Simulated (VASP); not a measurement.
# Pt: single point with LDA

The system is Pt.

```xyz
1
Lattice="-1.7783 1.7783 1.2573 1.7783 -1.7783 1.2573 1.7783 1.7783 -1.2573" Properties=species:S:1:pos:R:3 pbc="T T T"
Pt    0.0000    0.0000    0.0000
```

This cell differs from its parent crystal: ratio of the length along z to the lengths across it x 0.707, volume and fractional coordinates fixed.

| Quantity | Value |
| --- | --- |
| Program | VASP 6.6.1 |
| Task | single point |
| Functional | LDA |
| Potentials or basis | VASP PAW LDA potentials, release 64 (Pt) |
| Cutoff | 520 eV |
| k mesh | 24 × 24 × 24 |
| Occupations | gaussian, width 0.15 eV |
| Spin | no spin polarisation |

| Quantity | Value |
| --- | --- |
| Pressure | -5.9 GPa |
| Band gap on the k mesh | zero (bands 5 and 6 overlap by 2.07 eV) |

Stress tensor (GPa, compression positive):
```
-20.67   0.00   0.00
  0.00 -20.67   0.00
  0.00   0.00  23.53
```

Levels at points of the mesh, in eV from the Fermi level:
```tsv
k point	band 1	band 2	band 3	band 4	band 5	band 6	band 7	band 8	band 9	band 10
(0.00, 0.00, 0.00)	-9.66	-5.12	-4.59	-1.69	-1.69	-0.24	14.55	14.55	23.78	23.95
(0.50, 0.00, 0.00)	-6.63	-5.80	-1.55	0.04	0.82	1.53	8.36	12.50	13.27	21.78
(0.50, 0.50, 0.00)	-7.48	-4.29	-2.18	-1.79	-1.09	0.66	4.17	16.18	18.47	22.25
(0.50, 0.50, 0.50)	-7.16	-6.12	0.40	0.40	0.77	4.35	4.35	10.01	15.30	15.91
```

Run time: 68 s on 1 thread of Intel(R) Xeon(R) 6975P-C (Granite Rapids) (shared host), peak memory 0.29 GiB.

Caveat: the cell stands under tension; spin-orbit coupling is left out, which moves the levels of the heavy elements.
